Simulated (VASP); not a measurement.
A run of VASP 6.6.1 is set up as follows.

File INCAR:

```
SYSTEM = H3CNO
PREC     = Accurate       ! precision mode
ENCUT    = 1000           ! plane-wave cutoff, eV
EDIFF    = 1E-6           ! SCF threshold, eV
ISMEAR   = -1             ! smearing method
SIGMA    = 0.05           ! smearing width, eV
LREAL    = Auto         
LASPH    = .TRUE.         ! aspherical terms in the spheres
NELM     = 120            ! most SCF steps
ALGO     = Normal         ! electronic algorithm
ISIF     = 2              ! what is computed and relaxed
LWAVE    = .FALSE.        ! write WAVECAR
LCHARG   = .FALSE.        ! write CHGCAR
GGA      = PE             ! functional
IVDW     = 12             ! dispersion correction
NBANDS   = 54             ! bands
GGA_COMPAT= .FALSE.
```

Contents of KPOINTS:

```
Automatic mesh
0
G
  1 1 1
  0 0 0
```

The input POSCAR:

```
H3CNO
1.0
    7.9602190000      0.0000000000      0.0000000000
    0.0000000000      7.9602190000      0.0000000000
    0.0000000000      0.0000000000      7.9602190000
N H O C
4 12 4 4
Direct
    0.8551272270      0.4425129510      0.7805564143
    0.5821196628      0.7062996634      0.8592854041
    0.9463809978      0.1209514462      0.1376595292
    0.5726224366      0.9072740335      0.4712558788
    0.7387736443      0.3930670752      0.7585595321
    0.9221354337      0.4162322670      0.6737628701
    0.9157411373      0.3741731226      0.8723001214
    0.5967926259      0.7826040967      0.9556018496
    0.6996038677      0.6583738462      0.8378663954
    0.5500853683      0.7804433521      0.7589489686
    0.9382907681      0.0131277795      0.0796209250
    0.9695085022      0.0953365730      0.2632842137
    0.8300022901      0.1674074545      0.1282125529
    0.6148072057      1.0275722314      0.4608290300
    0.6553211664      0.8377910206      0.3905671439
    0.4553015438      0.9015581104      0.4222245644
    0.3967730034      0.2662489562     -0.0084545413
    0.2967255047      0.4887679598      0.6023577995
    0.1150345235      0.8850259019      0.6900438292
    0.2266771806      0.6136388961      0.1668421434
    0.3600152207      0.1975699412      0.1122833430
    0.4137448982      0.4105289063      0.6151840797
    0.2003211218      0.8367985856      0.7930183830
    0.1247201867      0.7069403493      0.1912635821
```

Potentials or basis: VASP PAW PBE potentials, release 64 (N_h, H_h, O_h, C_h).

Run with:

```sh
$ cat potpaw_PBE.64/N_h/POTCAR potpaw_PBE.64/H_h/POTCAR potpaw_PBE.64/O_h/POTCAR potpaw_PBE.64/C_h/POTCAR > POTCAR
$ mpirun -np 1 vasp_gam > vasp.out
```

Problem. What does it give for the dispersion energy per atom?

Solution. -0.027 eV.

Problem. Estimate the largest force.

Solution. 2.244 eV/Å.

Problem. Estimate the pressure.

Solution. 0.4 GPa.

Forces on the atoms (eV/Å):
```
N    0.575 -0.180 -0.184
N   -0.153 -0.846 -1.099
N    0.832  1.332  1.364
N    1.597 -1.065 -0.705
H   -0.051 -0.153  0.270
H    0.000  0.180  0.018
H   -0.413  0.046 -0.083
H   -0.053  1.068  1.408
H    0.050 -0.112 -0.273
H    0.230 -0.072 -0.052
H    0.183 -2.034 -0.931
H   -0.158  0.123 -0.660
H   -0.884  0.612  0.178
H   -0.185  0.227  0.034
H   -1.289  0.786  1.029
H   -0.197  0.066 -0.333
O   -0.270 -0.458  0.757
O   -1.081  0.634 -0.139
O   -0.322  0.182 -0.496
O    1.530 -1.414 -0.304
C    0.263  0.403 -0.717
C    1.106 -0.635  0.113
C    0.224 -0.087  0.464
C   -1.533  1.395  0.338
```

Caveat: the k points lie up to 0.79 Å⁻¹ apart.
